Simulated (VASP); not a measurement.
# TiSe (P6_3/mmc) in VASP: a series of runs

The runs below take TiSe through relaxation of cell and atoms, with PBEsol, PBEsol+D3(BJ).

All numbers are computed with VASP 6.6.1; they aren't measurements. Logs are shortened: lines on timing, memory, paths and dates and some standing lists are left out, and cuts for length are marked.

## Step 1: The cell of the first run

The structure is hexagonal, space group P6_3/mmc (No. 194). The conventional cell has a = 3.559 Å, b = 3.559 Å, c = 6.220 Å, α = 90.00°, β = 90.00°, γ = 120.00°. Within 3.4 Å of Ti (site symmetry -3m) lie 6 Se at 2.58 Å and 2 Ti at 3.11 Å. Within 3.4 Å of Se (site symmetry -6m2) lie 6 Ti at 2.58 Å.

## Step 2: Relaxation of cell and atoms, PBEsol

INCAR reads:

```
ALGO = Normal
EDIFF = 1E-7
EDIFFG = -0.01
ENCUT = 600
GGA = PS
IBRION = 2
ISIF = 3
ISMEAR = -1
LASPH = True
LCHARG = False
LREAL = False
LWAVE = False
NELM = 100
NSW = 80
PREC = Accurate
SIGMA = 0.1
```

KPOINTS reads:

```
k-points
0
Gamma
  9 9 4
```

POSCAR reads:

```
TiSe
1.0
    3.5590000000      0.0000000000      0.0000000000
   -1.7795000000      3.0821800000      0.0000000000
    0.0000000000      0.0000000000      6.2200000000
Ti Se
2 2
Direct
    0.0000000000      0.0000000000      0.0000000000
    0.0000000000      0.0000000000      0.5000000000
    0.3333333333      0.6666666667      0.2500000000
    0.6666666667      0.3333333333      0.7500000000
```

Potentials or basis: VASP PAW PBE potentials, release 64 (Ti_sv, Se).

On the command line:

```console
$ cat potpaw_PBE.64/Ti_sv/POTCAR potpaw_PBE.64/Se/POTCAR > POTCAR
$ mpirun -np 1 vasp_std > vasp.out
```

OUTCAR:

```text
EDIFF = 1E-7
   EDIFFG = -0.01
   ENCUT = 600
   GGA = PS
   IBRION = 2
   ISIF = 3
   ISMEAR = -1
   LASPH = True
   LREAL = False
   NELM = 100
   NSW = 80
   PREC = Accurate

 ion  position               nearest neighbor table
   1  0.000  0.000  0.000-   3 2.58   4 2.58   4 2.58   3 2.58   4 2.58   3 2.58
   2  0.000  0.000  0.500-   3 2.58   4 2.58   4 2.58   3 2.58   4 2.58   3 2.58
   3  0.333  0.667  0.250-   1 2.58   2 2.58   1 2.58   2 2.58   1 2.58   2 2.58
   4  0.667  0.333  0.750-   1 2.58   2 2.58   1 2.58   2 2.58   1 2.58   2 2.58

  LATTYP: Found a hexagonal cell.
 ALAT       =     3.5590000000
 C/A-ratio  =     1.7476819331

  Lattice vectors:

 A1 = (   3.5590000000,   0.0000000000,   0.0000000000)
 A2 = (  -1.7795000000,   3.0821800000,   0.0000000000)
 A3 = (   0.0000000000,   0.0000000000,   6.2200000000)

Analysis of symmetry for initial positions (statically):
=====================================================================
 Subroutine PRICEL returns:
 Original cell was already a primitive cell.

 Routine SETGRP: Setting up the symmetry group for a
 hexagonal supercell.

 Subroutine GETGRP returns: Found 24 space group operations
 (whereof 12 operations were pure point group operations)
 out of a pool of 24 trial point group operations.

The static configuration has the point symmetry D_3d.
 The point group associated with its full space group is D_6h.

Analysis of symmetry for dynamics (positions and initial velocities):
=====================================================================
 Subroutine PRICEL returns:
 Original cell was already a primitive cell.

 Routine SETGRP: Setting up the symmetry group for a
 hexagonal supercell.

 Subroutine GETGRP returns: Found 24 space group operations
 (whereof 12 operations were pure point group operations)
 out of a pool of 24 trial point group operations.

The dynamic configuration has the point symmetry D_3d.
 The point group associated with its full space group is D_6h.

 Subroutine INISYM returns: Found 24 space group operations
 (whereof 12 operations are pure point group operations),
 and found     1 'primitive' translations

----------------------------------------------------------------------------------------

                                     Primitive cell

  volume of cell :      68.2302

  direct lattice vectors                    reciprocal lattice vectors
     3.559000000  0.000000000  0.000000000     0.280977803  0.162222842  0.000000000
    -1.779500000  3.082180000  0.000000000     0.000000000  0.324445685  0.000000000
[... 99 lines left out ...]
   PSTRESS=    0.0 pullay stress
   NELECT =      36.0000    total number of electrons
   NUPDOWN=      -1.0000    fix difference up-down
   EMIN   =  10.00;   EMAX   =-10.00  energy-range for DOS
   EFERMI =   0.00;   METHOD = LEGACY
   ISMEAR =    -1;   SIGMA  =   0.10  broadening in eV -4-tet -1-fermi 0-gaus
   EFERMI_NEDOS =   21; number of points for ismear=-14 and -15
   IALGO  =     38    algorithm
   IMIX   =      4    mixing-type and parameters
     AMIX     =   0.40;   BMIX     =  1.00
     AMIX_MAG =   1.60;   BMIX_MAG =  1.00
  volume/ion in A,a.u.               =      17.06       115.11
  Fermi-wavevector in a.u.,A,eV,Ry     =   1.322869  2.499860 23.809960  1.749983
  Thomas-Fermi vector in A             =   2.452519
   LORBIT       =      0    0 simple, 1 ext, 2 COOP (PROOUT), +10 PAW based schemes
   GGA     = PS    functional components
   LHFCALC =     F    Hartree Fock is set to
   AEXX    =    0.0000 exact exchange contribution
   IVDW    =     0    specifies the selected vdW correction
   LEPSILON=     F    determine dielectric tensor
   LRPA    =     F    only Hartree local field effects (RPA)
 conjugate gradient relaxation of ions
 non-spin polarized calculation
  energy-cutoff  :      600.00
  volume of cell :       68.23
 maximum number of plane-waves:      2304
   NGX = 15   NGY = 15   NGZ = 25

--------------------------------------- Ionic step        1  -------------------------------------------

 number of electron      35.9999993 magnetization

 Free energy of the ion-electron system (eV)
  ---------------------------------------------------
  ext. energy  EPLUGINS =         0.00000000
  ---------------------------------------------------
  free energy    TOTEN  =       -28.99346264 eV

  energy without entropy =      -28.86728630  energy(sigma->0) =      -28.93037447

------------------------ aborting loop because EDIFF is reached ----------------------------------------

  FORCE on cell =-STRESS in cart. coord.  units (eV):
  Direction    XX          YY          ZZ          XY          YZ          ZX
  --------------------------------------------------------------------------------------
  -------------------------------------------------------------------------------------
  Total       -1.4364304     -1.4364263      2.5963098     -0.0000000      0.0000000      0.0000000
  in kB      -33.7301910    -33.7300945     60.9664232     -0.0000000      0.0000000      0.0000000
  external PRESSURE =      -2.1646208 kB  Pullay stress =       0.0000000 kB
[... 177 lines left out ...]
--------------------------------------- Ionic step        6  -------------------------------------------

 number of electron      36.0000004 magnetization

 Free energy of the ion-electron system (eV)
  ---------------------------------------------------
  ext. energy  EPLUGINS =         0.00000000
  ---------------------------------------------------
  free energy    TOTEN  =       -29.22290215 eV

  energy without entropy =      -29.13790041  energy(sigma->0) =      -29.18040128

 E-fermi :   8.8732     XC(G=0): -11.6475

 val. band max:        8.8672190348   @ k =   0.2222   0.2222   0.2500
 cond. band min:       8.8914426553   @ k =   0.1111   0.1111   0.5000
 fundamental gap:      0.0242236206
 Fermi energy:         8.8731806113

 k-point     1 :       0.0000    0.0000    0.0000
  band No.  band energies     occupation
      1     -48.1854      2.00000
      2     -48.1769      2.00000
      3     -24.7184      2.00000
      4     -24.5883      2.00000
      5     -24.5088      2.00000
      6     -24.5088      2.00000
[... 589 lines left out ...]
     21      10.0159      0.00002
     22      10.5286      0.00000

 [... further k-points ...]

------------------------ aborting loop because EDIFF is reached ----------------------------------------

  FORCE on cell =-STRESS in cart. coord.  units (eV):
  Direction    XX          YY          ZZ          XY          YZ          ZX
  --------------------------------------------------------------------------------------
  -------------------------------------------------------------------------------------
  Total       -0.0045893     -0.0045893      0.0081304      0.0000000     -0.0000000      0.0000000
  in kB       -0.1109777     -0.1109774      0.1966086      0.0000000     -0.0000000      0.0000000
  external PRESSURE =      -0.0084488 kB  Pullay stress =       0.0000000 kB
[... 19 lines left out ...]
  FREE ENERGIE OF THE ION-ELECTRON SYSTEM (eV)
  ---------------------------------------------------
  free  energy   TOTEN  =       -29.2229021539 eV

  energy  without entropy=      -29.1379004085  energy(sigma->0) =      -29.18040128

 reached required accuracy - stopping structural energy minimisation
```

OSZICAR:

```text
N       E                     dE             d eps       ncg     rms          rms(c)
DAV:   1     0.423693612813E+03    0.42369E+03   -0.19509E+04  1584   0.200E+03
DAV:   2     0.214230157580E+02   -0.40227E+03   -0.39688E+03  1602   0.537E+02
[... 66 lines left out ...]
DAV:   6    -0.292227818950E+02   -0.69663E-03   -0.26778E-03  2280   0.202E-01    0.784E-02
DAV:   7    -0.292228928716E+02   -0.11098E-03   -0.24650E-04  2150   0.105E-01    0.214E-02
DAV:   8    -0.292229026774E+02   -0.98058E-05   -0.55625E-05  2380   0.392E-02    0.567E-03
DAV:   9    -0.292229019648E+02    0.71265E-06   -0.28201E-06  2182   0.132E-02    0.290E-03
DAV:  10    -0.292229021915E+02   -0.22670E-06   -0.76799E-07  1994   0.670E-03    0.116E-03
DAV:  11    -0.292229021539E+02    0.37527E-07   -0.17928E-08  1068   0.132E-03
   6 F= -.29222902E+02 E0= -.29180401E+02  d E =-.519659E-02
```

CONTCAR:

```text
TiSe
   1.00000000000000
     3.3696705803573384    0.0000000000000000   -0.0000000000000000
    -1.6848352901786692    2.9182166106593241    0.0000000000000000
     0.0000000000000000   -0.0000000000000000    6.7377925959465061
  Ti              Se
     2     2
Direct
     0.0000000000000000    0.0000000000000000    0.0000000000000000
     0.0000000000000000    0.0000000000000000    0.5000000000000000
     0.3333333332999970    0.6666666667000030    0.2500000000000000
     0.6666666667000030    0.3333333332999970    0.7500000000000000

  0.00000000E+00  0.00000000E+00  0.00000000E+00
  0.00000000E+00  0.00000000E+00  0.00000000E+00
  0.00000000E+00  0.00000000E+00  0.00000000E+00
  0.00000000E+00  0.00000000E+00  0.00000000E+00
```

Wall time 11 min (1 thread of Intel Xeon 8259CL, shared host); peak memory 0.24 GiB.

What came out:

| Property | Result |
| --- | --- |
| Free energy | -29.2229 eV |
| Relaxed volume | 16.56 Å³/atom |
| Relaxed cell | a = 3.370 Å, b = 3.370 Å, c = 6.738 Å, α = 90.00°, β = 90.00°, γ = 120.00° |
| Space group after relaxing (to 0.1 Å) | P6_3/mmc (No. 194) |
| Energy gained by relaxing | 57.4 meV/atom |
| Ionic steps | 6 |
| Pressure after relaxing | 0.0 GPa |
| Band gap on the k mesh | zero (bands 18 and 19 overlap by 0.34 eV) |

Step by step:
| step | energy change (eV) | largest force (eV/Å) | pressure (GPa) | volume (Å³) |
| --- | --- | --- | --- | --- |
| 1 | 0.0000 | 0.0000 | -0.22 | 68.23 |
| 2 | -0.1201 | 0.0000 | -1.00 | 67.95 |
| 3 | -0.2243 | 0.0000 | -1.74 | 67.15 |
| 4 | -0.2242 | 0.0000 | -1.71 | 67.21 |
| 5 | -0.2177 | 0.0000 | 2.77 | 64.85 |
| 6 | -0.2294 | 0.0000 | 0.00 | 66.26 |

Final structure:
```xyz
4
Lattice="3.3697 0.0000 0.0000 -1.6848 2.9182 0.0000 0.0000 0.0000 6.7378" Properties=species:S:1:pos:R:3 pbc="T T T"
Ti    0.0000    0.0000    0.0000
Ti    0.0000    0.0000    3.3689
Se    0.0000    1.9455    1.6844
Se    1.6848    0.9727    5.0533
```

Caveat: the PAW data sets were made with another functional, which shifts forces and pressure a little.

## Step 3: Relaxation of cell and atoms, PBEsol+D3(BJ)

INCAR reads:

```
SYSTEM = TiSe
PREC = Accurate
ENCUT = 600
EDIFF = 1E-6
ISMEAR = -1
SIGMA = 0.1
LREAL = .False.
LASPH = .True.
NELM = 100
ALGO = Normal
ISIF = 3
LWAVE = .False.
LCHARG = .False.
GGA = PS
IVDW = 12
IBRION = 2
NSW = 80
EDIFFG = -0.01
```

KPOINTS reads:

```
regular mesh
0
Gamma
  9 9 4
  0 0 0
```

POSCAR is that of step 2.

Potentials or basis: VASP PAW PBE potentials, release 64 (Ti_sv, Se).

On the command line:

```console
$ cat potpaw_PBE.64/Ti_sv/POTCAR potpaw_PBE.64/Se/POTCAR > POTCAR
$ mpirun -np 1 vasp_std > vasp.out
```

OUTCAR:

```text
SYSTEM = TiSe
   PREC = Accurate
   ENCUT = 600
   EDIFF = 1E-6
   ISMEAR = -1
   LREAL = .False.
   LASPH = .True.
   NELM = 100
   ISIF = 3
   GGA = PS
   IVDW = 12
   IBRION = 2
   NSW = 80
   EDIFFG = -0.01
 IVDW          = 12

 ion  position               nearest neighbor table
   1  0.000  0.000  0.000-   3 2.58   4 2.58   4 2.58   3 2.58   4 2.58   3 2.58
   2  0.000  0.000  0.500-   3 2.58   4 2.58   4 2.58   3 2.58   4 2.58   3 2.58
   3  0.333  0.667  0.250-   1 2.58   2 2.58   1 2.58   2 2.58   1 2.58   2 2.58
   4  0.667  0.333  0.750-   1 2.58   2 2.58   1 2.58   2 2.58   1 2.58   2 2.58

  LATTYP: Found a hexagonal cell.
 ALAT       =     3.5590000000
 C/A-ratio  =     1.7476819331

  Lattice vectors:

 A1 = (   3.5590000000,   0.0000000000,   0.0000000000)
 A2 = (  -1.7795000000,   3.0821800000,   0.0000000000)
 A3 = (   0.0000000000,   0.0000000000,   6.2200000000)

Analysis of symmetry for initial positions (statically):
[... 183 lines left out ...]
 Edisp (eV)   -2.08641

 E8    (eV) :    -1.3954
[... 327 lines left out ...]
--------------------------------------- Ionic step        9  -------------------------------------------

 number of electron      36.0000003 magnetization

 Free energy of the ion-electron system (eV)
  ---------------------------------------------------
  ext. energy  EPLUGINS =         0.00000000
  ---------------------------------------------------
  free energy    TOTEN  =       -29.17547662 eV

  energy without entropy =      -29.09816425  energy(sigma->0) =      -29.13682044

 E-fermi :   9.3641     XC(G=0): -11.8608

 val. band max:        9.3515116484   @ k =   0.1111   0.0000   0.2500
 cond. band min:       9.3685795585   @ k =   0.2222   0.2222   0.2500
 fundamental gap:      0.0170679101
 Fermi energy:         9.3641072791

 k-point     1 :       0.0000    0.0000    0.0000
  band No.  band energies     occupation
      1     -47.6049      2.00000
      2     -47.5951      2.00000
      3     -24.1767      2.00000
      4     -24.0279      2.00000
      5     -23.9202      2.00000
      6     -23.9202      2.00000
[... 589 lines left out ...]
     21      10.6476      0.00001
     22      11.1389      0.00000

 [... further k-points ...]

------------------------ aborting loop because EDIFF is reached ----------------------------------------

 Edisp (eV)   -2.24600

 E8    (eV) :    -1.5026
[... 27 lines left out ...]
  FREE ENERGIE OF THE ION-ELECTRON SYSTEM (eV)
  ---------------------------------------------------
  free  energy   TOTEN  =       -31.4214815980 eV

  energy  without entropy=      -31.3441692308  energy(sigma->0) =      -31.38282541

 reached required accuracy - stopping structural energy minimisation
```

CONTCAR:

```text
TiSe
   1.00000000000000
     3.3103148516418179    0.0000000000000000    0.0000000000000000
    -1.6551574258209090    2.8668132749366255    0.0000000000000000
    -0.0000000000000000    0.0000000000000000    6.6896538817758264
  Ti              Se
     2     2
Direct
     0.0000000000000000    0.0000000000000000    1.0000000000000000
     0.0000000000000000    0.0000000000000000    0.5000000000000000
     0.3333333332999970    0.6666666667000030    0.2500000000000000
     0.6666666667000030    0.3333333332999970    0.7500000000000000

  0.00000000E+00  0.00000000E+00  0.00000000E+00
  0.00000000E+00  0.00000000E+00  0.00000000E+00
  0.00000000E+00  0.00000000E+00  0.00000000E+00
  0.00000000E+00  0.00000000E+00  0.00000000E+00
```

Run time: 15 min. Hardware: 1 thread of Intel Xeon 8259CL, shared host; peak memory 0.25 GiB.

What came out:

```yaml
Free_energy: -31.4215 eV
Relaxed_volume: 15.87 Å³/atom
Relaxed_cell: a = 3.310 Å, b = 3.310 Å, c = 6.690 Å, α = 90.00°, β = 90.00°, γ = 120.00°
Space_group_after_relaxing_to_0.1_Å: P6_3/mmc (No. 194)
Energy_gained_by_relaxing: 85.4 meV/atom
Ionic_steps: 9
Pressure_after_relaxing: 0.0 GPa
Band_gap_on_the_k_mesh: zero (bands 18 and 19 overlap by 0.37 eV)
Dispersion_energy_per_atom: -0.561 eV
```

Step by step:
| step | energy change (eV) | largest force (eV/Å) | pressure (GPa) | volume (Å³) |
| --- | --- | --- | --- | --- |
| 1 | 0.0000 | 0.0000 | -5.21 | 68.23 |
| 2 | -0.1724 | 0.0000 | 4.24 | 62.85 |
| 3 | -0.1726 | 0.0000 | 4.70 | 62.63 |
| 4 | -0.2949 | 0.0000 | 3.90 | 62.27 |
| 5 | -0.3210 | 0.0000 | 3.60 | 61.78 |
| 6 | -0.3247 | 0.0000 | 3.63 | 61.90 |
| 7 | -0.3399 | 0.0000 | -1.07 | 63.96 |
| 8 | -0.3416 | 0.0000 | 0.02 | 63.45 |
| 9 | -0.3416 | 0.0000 | -0.01 | 63.49 |

Final structure:
```
CELL_PARAMETERS angstrom
3.31031 0.00000 0.00000
-1.65516 2.86681 0.00000
0.00000 0.00000 6.68965
ATOMIC_POSITIONS crystal
Ti 0.00000 0.00000 0.00000
Ti 0.00000 0.00000 0.50000
Se 0.33333 0.66667 0.25000
Se 0.66667 0.33333 0.75000
```

Caveat: the PAW data sets were made with another functional, which shifts forces and pressure a little.
